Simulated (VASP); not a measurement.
# Rh in VASP: a series of runs, part 2 of 2

VASP 6.6.1. The steps go on from the part before.

**3. Relaxation of the atoms, PBE**

INCAR

```
SYSTEM = Rh
ALGO = Normal
EDIFF = 1E-7
EDIFFG = -0.01
ENCUT = 450
GGA = PE
GGA_COMPAT = .FALSE.
IBRION = 2
ISIF = 2
ISMEAR = 1
LASPH = .TRUE.
LCHARG = .FALSE.
LREAL = .FALSE.
LWAVE = .FALSE.
NELM = 120
NELMIN = 4
NSW = 80
PREC = Accurate
SIGMA = 0.1
```

KPOINTS

```
k-points
0
G
  7 7 4
  0 0 0
```

POSCAR

```
Rh
1.0
    2.7309800000      0.0000000000      0.0000000000
   -1.3654900000      2.3651000000      0.0000000000
    0.0000000000      0.0000000000      4.4284900000
Rh
2
Direct
    0.6666666667      0.3333333333      0.7500000000
    0.3333333333      0.6666666667      0.2500000000
```

Potentials or basis: VASP PAW PBE potentials, release 64 (Rh_pv).

Command:

```sh
> cat potpaw_PBE.64/Rh_pv/POTCAR > POTCAR
> mpirun -np 1 vasp_std > vasp.out
```

OUTCAR:

```text
SYSTEM = Rh
   EDIFF = 1E-7
   EDIFFG = -0.01
   ENCUT = 450
   GGA = PE
   IBRION = 2
   ISIF = 2
   ISMEAR = 1
   LASPH = .TRUE.
   LREAL = .FALSE.
   NELM = 120
   NELMIN = 4
   NSW = 80
   PREC = Accurate

 ion  position               nearest neighbor table
   1  0.667  0.333  0.750-   2 2.72   2 2.72   2 2.72   2 2.72   2 2.72   2 2.72
   2  0.333  0.667  0.250-   1 2.72   1 2.72   1 2.72   1 2.72   1 2.72   1 2.72

  LATTYP: Found a hexagonal cell.
 ALAT       =     2.7309800000
 C/A-ratio  =     1.6215754052

  Lattice vectors:

 A1 = (   2.7309800000,   0.0000000000,   0.0000000000)
 A2 = (  -1.3654900000,   2.3651000000,   0.0000000000)
 A3 = (   0.0000000000,   0.0000000000,   4.4284900000)

Analysis of symmetry for initial positions (statically):
=====================================================================
 Subroutine PRICEL returns:
 Original cell was already a primitive cell.

 Routine SETGRP: Setting up the symmetry group for a
 hexagonal supercell.

 Subroutine GETGRP returns: Found 24 space group operations
 (whereof 12 operations were pure point group operations)
 out of a pool of 24 trial point group operations.

The static configuration has the point symmetry D_3d.
 The point group associated with its full space group is D_6h.

Analysis of symmetry for dynamics (positions and initial velocities):
=====================================================================
 Subroutine PRICEL returns:
 Original cell was already a primitive cell.

 Routine SETGRP: Setting up the symmetry group for a
 hexagonal supercell.

 Subroutine GETGRP returns: Found 24 space group operations
 (whereof 12 operations were pure point group operations)
 out of a pool of 24 trial point group operations.

The dynamic configuration has the point symmetry D_3d.
 The point group associated with its full space group is D_6h.

 Subroutine INISYM returns: Found 24 space group operations
 (whereof 12 operations are pure point group operations),
 and found     1 'primitive' translations

----------------------------------------------------------------------------------------

                                     Primitive cell

  volume of cell :      28.6038

  direct lattice vectors                    reciprocal lattice vectors
     2.730980000  0.000000000  0.000000000     0.366168921  0.211407551  0.000000000
    -1.365490000  2.365100000  0.000000000     0.000000000  0.422815103  0.000000000
     0.000000000  0.000000000  4.428490000     0.000000000  0.000000000  0.225810604

  length of vectors
     2.730980000  2.730981682  4.428490000     0.422815363  0.422815103  0.225810604

  position of ions in fractional coordinates (direct lattice)
     0.666666667  0.333333333  0.750000000
     0.333333333  0.666666667  0.250000000

  ion indices of the primitive-cell ions
   primitive index   ion index
                 1           1
                 2           2

----------------------------------------------------------------------------------------

 KPOINTS: k-points

Automatic generation of k-mesh.
 Grid dimensions read from file:
 generate k-points for:    7    7    4

 Generating k-lattice:

  Cartesian coordinates                     Fractional coordinates (reciprocal lattice)
     0.052309846  0.030201079  0.000000000     0.142857143 -0.000000000  0.000000000
     0.000000000  0.060402158  0.000000000     0.000000000  0.142857143  0.000000000
     0.000000000  0.000000000  0.056452651     0.000000000  0.000000000  0.250000000

  Length of vectors
     0.060402195  0.060402158  0.056452651

  Shift w.r.t. Gamma in fractional coordinates (k-lattice)
     0.000000000  0.000000000  0.000000000

 Subroutine IBZKPT returns following result:
 ===========================================

 Found     24 irreducible k-points:

 Following reciprocal coordinates:
            Coordinates               Weight
  0.000000  0.000000  0.000000      1.000000
  0.142857  0.000000  0.000000      6.000000
  0.285714  0.000000  0.000000      6.000000
  0.428571  0.000000  0.000000      6.000000
  0.142857  0.142857  0.000000      6.000000
  0.285714  0.142857  0.000000     12.000000
[... 16 lines left out ...]
  0.428571  0.142857  0.500000      6.000000
  0.285714  0.285714  0.500000      6.000000
   k-points           NKPTS =     24   k-points in BZ     NKDIM =     24   number of bands    NBANDS=     19
   number of dos      NEDOS =    301   number of ions     NIONS =      2
   total plane-waves  NPLWV =  12800
   dimension x,y,z NGX =    20 NGY =   20 NGZ =   32
   dimension x,y,z NGXF=    40 NGYF=   40 NGZF=   64
   ions per type =               2
   NGX,Y,Z   is equivalent  to a cutoff of  12.17, 12.17, 12.01 a.u.
   NGXF,Y,Z  is equivalent  to a cutoff of  24.35, 24.35, 24.03 a.u.
 SYSTEM =  Rh
   PREC   = accura    normal or accurate (medium, high low for compatibility)
   ISTART =      0    job   : 0-new  1-cont  2-samecut
   ICHARG =      2    charge: 1-file 2-atom 10-const
   ISPIN  =      1    spin polarized calculation?
   LNONCOLLINEAR =      F non collinear calculations
   LSORBIT =      F    spin-orbit coupling
   LASPH  =      T    aspherical Exc in radial PAW
   ENCUT  =  450.0 eV  33.07 Ry    5.75 a.u.   4.72  4.72  7.66*2*pi/ulx,y,z
   NELM   =    120;   NELMIN=  4; NELMDL= -5     # of ELM steps
   EDIFF  = 0.1E-06   stopping-criterion for ELM
   LREAL  =      F    real-space projection
   EDIFFG = -.1E-01   stopping-criterion for IOM
   NSW    =     80    number of steps for IOM
   IBRION =      2    ionic relax: 0-MD 1-quasi-New 2-CG
   NFREE  =      1    steps in history (QN), initial steepest desc. (CG)
   ISIF   =      2    stress and relaxation
   ISYM   =      2    0-nonsym 1-usesym 2-fastsym
   POTIM  = 0.5000    time-step for ionic-motion
   TEBEG  =    0.0;   TEEND  =   0.0 temperature during run
   PSTRESS=    0.0 pullay stress
   NELECT =      30.0000    total number of electrons
   NUPDOWN=      -1.0000    fix difference up-down
   EMIN   =  10.00;   EMAX   =-10.00  energy-range for DOS
   EFERMI =   0.00;   METHOD = LEGACY
   ISMEAR =     1;   SIGMA  =   0.10  broadening in eV -4-tet -1-fermi 0-gaus
   EFERMI_NEDOS =   21; number of points for ismear=-14 and -15
   IALGO  =     38    algorithm
   IMIX   =      4    mixing-type and parameters
     AMIX     =   0.40;   BMIX     =  1.00
     AMIX_MAG =   1.60;   BMIX_MAG =  1.00
  volume/ion in A,a.u.               =      14.30        96.51
  Fermi-wavevector in a.u.,A,eV,Ry     =   1.663313  3.143206 37.642022  2.766611
  Thomas-Fermi vector in A             =   2.750052
   LORBIT       =      0    0 simple, 1 ext, 2 COOP (PROOUT), +10 PAW based schemes
   GGA     = PE    functional components
   LHFCALC =     F    Hartree Fock is set to
   AEXX    =    0.0000 exact exchange contribution
   IVDW    =     0    specifies the selected vdW correction
   LEPSILON=     F    determine dielectric tensor
   LRPA    =     F    only Hartree local field effects (RPA)
 conjugate gradient relaxation of ions
 non-spin polarized calculation
 Methfessel and Paxton  Order N= 1 SIGMA  =   0.10
  energy-cutoff  :      450.00
  volume of cell :       28.60
 maximum number of plane-waves:       640
 NGX is ok and might be reduce to    20
   NGX =  9   NGY =  9   NGZ = 15

 number of electron      30.0000012 magnetization

 Free energy of the ion-electron system (eV)
  ---------------------------------------------------
  ext. energy  EPLUGINS =         0.00000000
  ---------------------------------------------------
  free energy    TOTEN  =       -14.51115956 eV

  energy without entropy =      -14.51116833  energy(sigma->0) =      -14.51116249

 E-fermi :  11.3451     XC(G=0): -13.7787

 val. band max:       11.3408843798   @ k =   0.0000   0.0000   0.2500
 cond. band min:      11.4111034727   @ k =   0.1429   0.0000   0.2500
 fundamental gap:      0.0702190930
 Fermi energy:        11.3450574846

 k-point     1 :       0.0000    0.0000    0.0000
  band No.  band energies     occupation
      1     -35.7291      2.00000
      2     -35.2201      2.00000
      3     -35.2201      2.00000
      4     -35.1278      2.00000
      5     -35.1277      2.00000
      6     -35.0800      2.00000
[... 11 lines left out ...]
     18      12.0448     -0.00000
     19      19.4923      0.00000
[... 489 lines left out ...]
      3     -35.4643      2.00000
      4     -35.4643      2.00000
      5     -35.2176      2.00000
      6     -35.2176      2.00000
[... 11 lines left out ...]
     18      16.9617      0.00000
     19      21.8567      0.00000

------------------------ aborting loop because EDIFF is reached ----------------------------------------

  FORCE on cell =-STRESS in cart. coord.  units (eV):
  Direction    XX          YY          ZZ          XY          YZ          ZX
  --------------------------------------------------------------------------------------
  -------------------------------------------------------------------------------------
  Total       -0.9704164     -0.9704180     -0.4792553      0.0000000      0.0000000      0.0000000
  in kB      -54.3556884    -54.3557777    -26.8444091      0.0000000      0.0000000      0.0000000
  external PRESSURE =     -45.1852917 kB  Pullay stress =       0.0000000 kB

 VOLUME and BASIS-vectors are now :
 -----------------------------------------------------------------------------
  energy-cutoff  :      450.00
  volume of cell :       28.60
      direct lattice vectors                 reciprocal lattice vectors
     2.730980000  0.000000000  0.000000000     0.366168921  0.211407551  0.000000000
    -1.365490000  2.365100000  0.000000000     0.000000000  0.422815103  0.000000000
     0.000000000  0.000000000  4.428490000     0.000000000  0.000000000  0.225810604

 POSITION                                       TOTAL-FORCE (eV/Angst)
 -----------------------------------------------------------------------------------
      1.36549      0.78837      3.32137        -0.000000      0.000000      0.000000
     -0.00000      1.57673      1.10712         0.000000      0.000000      0.000000
 -----------------------------------------------------------------------------------
    total drift:                               -0.000000      0.000000     -0.000000

  FREE ENERGIE OF THE ION-ELECTRON SYSTEM (eV)
  ---------------------------------------------------
  free  energy   TOTEN  =       -14.5111595644 eV

  energy  without entropy=      -14.5111683278  energy(sigma->0) =      -14.51116249

 reached required accuracy - stopping structural energy minimisation
```

OSZICAR:

```text
N       E                     dE             d eps       ncg     rms          rms(c)
DAV:   1     0.304091157073E+03    0.30409E+03   -0.18287E+04   912   0.167E+03
DAV:   2    -0.873630740653E+01   -0.31283E+03   -0.30511E+03   955   0.499E+02
DAV:   3    -0.154574008038E+02   -0.67211E+01   -0.66187E+01   996   0.815E+01
DAV:   4    -0.155070244484E+02   -0.49624E-01   -0.49613E-01   978   0.708E+00
DAV:   5    -0.155077406120E+02   -0.71616E-03   -0.71616E-03   993   0.892E-01    0.130E+01
DAV:   6    -0.145439221077E+02    0.96382E+00   -0.30711E+00   954   0.186E+01    0.436E+00
DAV:   7    -0.145169820516E+02    0.26940E-01   -0.51518E-02   990   0.195E+00    0.209E+00
DAV:   8    -0.145114535879E+02    0.55285E-02   -0.72803E-03   954   0.106E+00    0.299E-01
DAV:   9    -0.145111489111E+02    0.30468E-03   -0.27115E-04   960   0.212E-01    0.330E-02
DAV:  10    -0.145111619717E+02   -0.13061E-04   -0.10061E-05  1004   0.346E-02    0.744E-03
DAV:  11    -0.145111607976E+02    0.11741E-05   -0.84345E-07   984   0.934E-03    0.242E-03
DAV:  12    -0.145111594766E+02    0.13210E-05   -0.12641E-07   534   0.445E-03    0.223E-04
DAV:  13    -0.145111595644E+02   -0.87819E-07   -0.41430E-09   501   0.635E-04
   1 F= -.14511160E+02 E0= -.14511162E+02  d E =-.145112E+02
```

It took 4.6 s on 1 thread of Intel Xeon 6975P-C (Granite Rapids), shared host; peak memory 0.14 GiB.

Results:

| Quantity | Value |
| --- | --- |
| Free energy | -14.5112 eV |
| Pressure after relaxing | -4.5 GPa |
| Band gap on the k mesh | zero (bands 15 and 16 overlap by 1.97 eV) |

Stress tensor (GPa, compression positive):
```
-5.44  0.00  0.00
 0.00 -5.44  0.00
 0.00  0.00 -2.68
```

Final structure:
```
Rh
1.0
     2.73098    0.00000    0.00000
    -1.36549    2.36510    0.00000
     0.00000    0.00000    4.42849
Rh
2
Cartesian
  1.3655 0.7884 3.3214
  0.0000 1.5767 1.1071
```

Caveat: the k points lie up to 0.38 Å⁻¹ apart, too coarse for converged energies and pressures of a metal; the relaxation stopped at its first step, so nothing moved.
